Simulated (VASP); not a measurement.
# NaH (P6_3/mmc) in VASP: elastic constants with PBE

Aim: the elastic constants of NaH with PBE.

All numbers are computed with VASP 6.6.1; they aren't measurements. Logs are shortened: lines on timing, memory, paths and dates and some standing lists are left out, and cuts for length are marked.

## Step 1: The cell of the first run

Symmetry: P6_3/mmc, No. 194, hexagonal system. Conventional cell: a = 3.378 Å, b = 3.378 Å, c = 11.491 Å, α = 90.00°, β = 90.00°, γ = 120.00°. Na (site symmetry 3m) has 6 H at 2.40 to 2.44 Å and 1 Na at 2.94 Å within 3.2 Å. H (site symmetry -3m) has 6 Na at 2.40 Å within 3.2 Å. Within 3.2 Å of H (site symmetry -6m2) lie 6 Na at 2.44 Å.

## Step 2: Elastic constants, PBE

The input, INCAR:

```
SYSTEM = NaH
  ALGO = Normal
  EDIFF = 1E-8
  ENCUT = 500
  GGA = PE
  GGA_COMPAT = .FALSE.
  IBRION = 6
  ISIF = 3
  ISMEAR = 0
  KPAR = 4
  LASPH = .TRUE.
  LCHARG = .FALSE.
  LREAL = .FALSE.
  LWAVE = .FALSE.
  NELM = 120
  NFREE = 2
  NSW = 1
  POTIM = 0.015
  PREC = Accurate
  SIGMA = 0.01
```

The input, KPOINTS:

```
k-points
0
G
  12 12 2
  0 0 0
```

The input, POSCAR:

```
NaH
1.0
    3.3782472877      0.0000000000      0.0000000000
   -1.6891236438      2.9256479714      0.0000000000
    0.0000000000      0.0000000000     11.4910079414
Na H
4 4
Direct
    0.6666666667      0.3333333333      0.8780918730
    0.3333333333      0.6666666667      0.1219081270
    0.3333333333      0.6666666667      0.3780918730
    0.6666666667      0.3333333333      0.6219081270
    0.0000000000      0.0000000000      0.0000000000
    0.0000000000      0.0000000000      0.5000000000
    0.6666666667      0.3333333333      0.2500000000
    0.3333333333      0.6666666667      0.7500000000
```

Potentials or basis: VASP PAW PBE potentials, release 64 (Na_pv, H).

Run with:

```
cat potpaw_PBE.64/Na_pv/POTCAR potpaw_PBE.64/H/POTCAR > POTCAR
mpirun -np 4 vasp_std > vasp.out
```

OUTCAR:

```text
SYSTEM = NaH
   EDIFF = 1E-8
   ENCUT = 500
   GGA = PE
   IBRION = 6
   ISIF = 3
   ISMEAR = 0
   LASPH = .TRUE.
   LREAL = .FALSE.
   NELM = 120
   NFREE = 2
   NSW = 1
   POTIM = 0.015
   PREC = Accurate

 ion  position               nearest neighbor table
   1  0.667  0.333  0.878-
   2  0.333  0.667  0.122-
   3  0.333  0.667  0.378-
   4  0.667  0.333  0.622-
   5  0.000  0.000  0.000-
   6  0.000  0.000  0.500-
   7  0.667  0.333  0.250-
   8  0.333  0.667  0.750-

  LATTYP: Found a hexagonal cell.
 ALAT       =     3.3782472877
 C/A-ratio  =     3.4014703374

  Lattice vectors:

 A1 = (   3.3782472877,   0.0000000000,   0.0000000000)
 A2 = (  -1.6891236438,   2.9256479714,   0.0000000000)
 A3 = (   0.0000000000,   0.0000000000,  11.4910079414)

Analysis of symmetry for initial positions (statically):
=====================================================================
 Subroutine PRICEL returns:
 Original cell was already a primitive cell.

 Routine SETGRP: Setting up the symmetry group for a
 hexagonal supercell.

 Subroutine GETGRP returns: Found 24 space group operations
 (whereof 12 operations were pure point group operations)
 out of a pool of 24 trial point group operations.

The static configuration has the point symmetry D_3d.
 The point group associated with its full space group is D_6h.

Analysis of symmetry for dynamics (positions and initial velocities):
=====================================================================
 Subroutine PRICEL returns:
 Original cell was already a primitive cell.

 Routine SETGRP: Setting up the symmetry group for a
 hexagonal supercell.

 Subroutine GETGRP returns: Found 24 space group operations
 (whereof 12 operations were pure point group operations)
 out of a pool of 24 trial point group operations.

The dynamic configuration has the point symmetry D_3d.
 The point group associated with its full space group is D_6h.

 Subroutine INISYM returns: Found 24 space group operations
 (whereof 12 operations are pure point group operations),
 and found     1 'primitive' translations

----------------------------------------------------------------------------------------

                                     Primitive cell

  volume of cell :     113.5721

  direct lattice vectors                    reciprocal lattice vectors
     3.378247288  0.000000000  0.000000000     0.296011486  0.170902311  0.000000000
    -1.689123644  2.925647971  0.000000000     0.000000000  0.341804622  0.000000000
     0.000000000  0.000000000 11.491007941     0.000000000  0.000000000  0.087024568

  length of vectors
     3.378247288  3.378247288 11.491007941     0.341804622  0.341804622  0.087024568

  position of ions in fractional coordinates (direct lattice)
     0.666666667  0.333333333  0.878091873
     0.333333333  0.666666667  0.121908127
     0.333333333  0.666666667  0.378091873
     0.666666667  0.333333333  0.621908127
     0.000000000  0.000000000  0.000000000
     0.000000000  0.000000000  0.500000000
     0.666666667  0.333333333  0.250000000
     0.333333333  0.666666667  0.750000000

  ion indices of the primitive-cell ions
   primitive index   ion index
                 1           1
                 2           2
                 3           3
                 4           4
                 5           5
                 6           6
                 7           7
                 8           8

----------------------------------------------------------------------------------------

 KPOINTS: k-points

Automatic generation of k-mesh.
 Grid dimensions read from file:
 generate k-points for:   12   12    2

 Generating k-lattice:

[... 80 lines left out ...]
     AMIX     =   0.40;   BMIX     =  1.00
     AMIX_MAG =   1.60;   BMIX_MAG =  1.00
  volume/ion in A,a.u.               =      14.20        95.80
  Fermi-wavevector in a.u.,A,eV,Ry     =   1.073250  2.028149 15.672086  1.151866
  Thomas-Fermi vector in A             =   2.209044
   LORBIT       =      0    0 simple, 1 ext, 2 COOP (PROOUT), +10 PAW based schemes
   GGA     = PE    functional components
   LHFCALC =     F    Hartree Fock is set to
   AEXX    =    0.0000 exact exchange contribution
   IVDW    =     0    specifies the selected vdW correction
   LEPSILON=     F    determine dielectric tensor
   LRPA    =     F    only Hartree local field effects (RPA)
 finite differences with symmetry
 non-spin polarized calculation
 Gauss-broadening in eV      SIGMA  =   0.01
  energy-cutoff  :      500.00
  volume of cell :      113.57
 maximum number of plane-waves:      2904
 NGX is ok and might be reduce to    28
   NGX = 13   NGY = 13   NGZ = 41

--------------------------------------- Ionic step        1  -------------------------------------------

 number of electron      32.0000023 magnetization

 Free energy of the ion-electron system (eV)
  ---------------------------------------------------
  ext. energy  EPLUGINS =         0.00000000
  ---------------------------------------------------
  free energy    TOTEN  =       -20.16712576 eV

  energy without entropy =      -20.16712576  energy(sigma->0) =      -20.16712576

------------------------ aborting loop because EDIFF is reached ----------------------------------------

  FORCE on cell =-STRESS in cart. coord.  units (eV):
  Direction    XX          YY          ZZ          XY          YZ          ZX
  --------------------------------------------------------------------------------------
  -------------------------------------------------------------------------------------
  Total       -0.0542406     -0.0542406     -0.0536176     -0.0000000      0.0000000      0.0000000
  in kB       -0.7651796     -0.7651796     -0.7563914     -0.0000000      0.0000000      0.0000000
  external PRESSURE =      -0.7622502 kB  Pullay stress =       0.0000000 kB
[... 107 lines left out ...]
  FREE ENERGIE OF THE ION-ELECTRON SYSTEM (eV)
  ---------------------------------------------------
  free  energy   TOTEN  =       -20.1635651025 eV

  energy  without entropy=      -20.1635651025  energy(sigma->0) =      -20.16356510

[... ionic steps 4 to 22 ...]

--------------------------------------- Ionic step       23  -------------------------------------------

 number of electron      32.0000023 magnetization

------------------------ aborting loop because EDIFF is reached ----------------------------------------
[... 79 lines left out ...]
--------------------------------------- Ionic step       25  -------------------------------------------

 number of electron      32.0000023 magnetization

 Free energy of the ion-electron system (eV)
  ---------------------------------------------------
  ext. energy  EPLUGINS =         0.00000000
  ---------------------------------------------------
  free energy    TOTEN  =       -20.16687132 eV

  energy without entropy =      -20.16687132  energy(sigma->0) =      -20.16687132

 E-fermi :  -0.9915     XC(G=0):  -7.7453

 val. band max:       -1.1194397598   @ k =   0.2500   0.2500   0.0000
 cond. band min:       2.4055192407   @ k =   0.0000   0.0000   0.0000
 fundamental gap:      3.5249590005
 Fermi energy:        -0.9915149676

 k-point     1 :       0.0000    0.0000    0.0000
  band No.  band energies     occupation
      1     -23.4451      2.00000
      2     -23.3978      2.00000
      3     -23.3475      2.00000
      4     -23.3475      2.00000
      5     -23.3468      2.00000
      6     -23.3305      2.00000
[... 565 lines left out ...]
     20       4.9732      0.00000
     21       6.2225      0.00000

 [... further k-points ...]
[... 5 lines left out ...]
  --------------------------------------------------------------------------------------
  -------------------------------------------------------------------------------------
  Total       -0.0563517     -0.0563517     -0.0561690     -0.0000000      0.0000000     -0.0000000
  in kB       -0.7949616     -0.7949616     -0.7923841     -0.0000000      0.0000000     -0.0000000
  external PRESSURE =      -0.7941024 kB  Pullay stress =       0.0000000 kB
[... 23 lines left out ...]
  FREE ENERGIE OF THE ION-ELECTRON SYSTEM (eV)
  ---------------------------------------------------
  free  energy   TOTEN  =       -20.1668713186 eV

  energy  without entropy=      -20.1668713186  energy(sigma->0) =      -20.16687132

 INTERNAL STRAIN TENSORS FROM STRAINED CELLS
 ============================================

 INTERNAL STRAIN TENSOR FOR ION    1 for displacements in x,y,z  (eV/Angst):
          X           Y           Z          XY          YZ          ZX
  --------------------------------------------------------------------------------
  x     0.00000    -0.00000    -0.00000     0.08275     0.00000     0.64635
  y     0.08546    -0.08662     0.00000     0.00001     0.65303     0.00003
  z     0.61314     0.61223    -0.94081     0.00005    -0.00403    -0.00003

 INTERNAL STRAIN TENSORS FROM DISPLACED ATOMS
 ============================================

 INTERNAL STRAIN TENSOR FOR ION    1 for displacements in x,y,z  (eV/Angst):
          X           Y           Z          XY          YZ          ZX
  --------------------------------------------------------------------------------
  x     0.00000    -0.00000     0.00000     0.08518     0.00000     0.65711
  y     0.08518    -0.08518    -0.00000    -0.00000     0.65711     0.00000
  z     0.61788     0.61788    -0.92846     0.00000     0.00000     0.00000

 INTERNAL STRAIN TENSOR FOR ION    8 for displacements in x,y,z  (eV/Angst):
          X           Y           Z          XY          YZ          ZX
  --------------------------------------------------------------------------------
  x     0.00000    -0.00000    -0.00000     0.05489     0.00000     0.00000
  y     0.05489    -0.05489     0.00000    -0.00000     0.00000     0.00000
  z    -0.00000     0.00000     0.00000     0.00000     0.00000     0.00000

 Eigenvectors and eigenvalues of the dynamical matrix
 ----------------------------------------------------

   1 f  =   27.152319 THz   170.603052 2PiTHz  905.703874 cm-1   112.292918 meV
             X         Y         Z           dx          dy          dz
      1.689124  0.975216 10.090161    -0.000000   -0.000000    0.074915
     -0.000000  1.950432  1.400847    -0.000000    0.000000    0.074915
     -0.000000  1.950432  4.344657    -0.000000   -0.000000   -0.074915
      1.689124  0.975216  7.146351    -0.000000   -0.000000   -0.074915
      0.000000  0.000000  0.000000    -0.000000   -0.000000   -0.699125
      0.000000  0.000000  5.745504    -0.000000   -0.000000    0.699125
      1.689124  0.975216  2.872752     0.000000    0.000000   -0.000000
     -0.000000  1.950432  8.618256     0.000000    0.000000   -0.000000
[... 243 lines left out ...]
  24 f/i=    0.027785 THz     0.174578 2PiTHz    0.926807 cm-1     0.114909 meV
             X         Y         Z           dx          dy          dz
      1.689124  0.975216 10.090161    -0.479291   -0.098325   -0.000000
     -0.000000  1.950432  1.400847    -0.479291   -0.098325   -0.000000
     -0.000000  1.950432  4.344657    -0.479291   -0.098325   -0.000000
      1.689124  0.975216  7.146351    -0.479291   -0.098325   -0.000000
      0.000000  0.000000  0.000000    -0.100883   -0.020696   -0.000000
      0.000000  0.000000  5.745504    -0.100883   -0.020696   -0.000000
      1.689124  0.975216  2.872752    -0.100946   -0.020709   -0.000000
     -0.000000  1.950432  8.618256    -0.100946   -0.020709   -0.000000

--------------------------------------------------------------------------------------------------------

 ELASTIC MODULI CONTR FROM IONIC RELAXATION (kBar)
 Direction    XX          YY          ZZ          XY          YZ          ZX
 --------------------------------------------------------------------------------
 XX          -4.9895     -2.9825      5.9896     -0.0000     -0.0000      0.0000
 YY          -2.9825     -4.9895      5.9896     -0.0000      0.0000     -0.0000
 ZZ           5.9896      5.9896     -9.0002      0.0000     -0.0000     -0.0000
 XY          -0.0000     -0.0000      0.0000     -1.0035     -0.0000      0.0000
 YZ          -0.0000      0.0000     -0.0000     -0.0000    -29.9238     -0.0000
 ZX           0.0000     -0.0000     -0.0000      0.0000     -0.0000    -29.9240
 --------------------------------------------------------------------------------

 TOTAL ELASTIC MODULI (kBar)
 Direction    XX          YY          ZZ          XY          YZ          ZX
 --------------------------------------------------------------------------------
 XX         531.2918    124.6177     41.2619      0.0000     -0.0000      0.0000
 YY         124.6177    531.2918     41.2619      0.0000      0.0000     -0.0000
 ZZ          41.2619     41.2619    663.9391      0.0000     -0.0000     -0.0000
 XY           0.0000      0.0000      0.0000    203.3370     -0.0000      0.0000
 YZ          -0.0000      0.0000     -0.0000     -0.0000    100.0965      0.0000
 ZX           0.0000     -0.0000     -0.0000      0.0000      0.0000    100.0964
 --------------------------------------------------------------------------------
```

Run time: 5.9 min. Hardware: 4 MPI ranks of Intel Xeon 6975P-C (Granite Rapids), shared host; peak memory 0.59 GiB.

What came out:

| Property | Result |
| --- | --- |
| Voigt bulk modulus | 24 GPa |
| Highest phonon frequency at Γ | 906 cm⁻¹ |

Phonon frequencies in cm⁻¹ (negative: imaginary):
```csv
q point,frequencies
"(0.000, 0.000, 0.000)",-1 -1 -1 54 54 92 92 98 98 169 187 253 480 480 498 498 499 541 541 557 557 877 885 906
```

Elastic tensor in Voigt notation (GPa, in the Cartesian axes of the cell as first typed):
```
53 12  4  0  0  0
12 53  4  0  0  0
 4  4 66  0  0  0
 0  0  0 10  0  0
 0  0  0  0 10  0
 0  0  0  0  0 20
```

Clamped-ion elastic tensor (GPa):
```
54 13  4  0  0  0
13 54  4  0  0  0
 4  4 67  0  0  0
 0  0  0 13  0  0
 0  0  0  0 13  0
 0  0  0  0  0 20
```
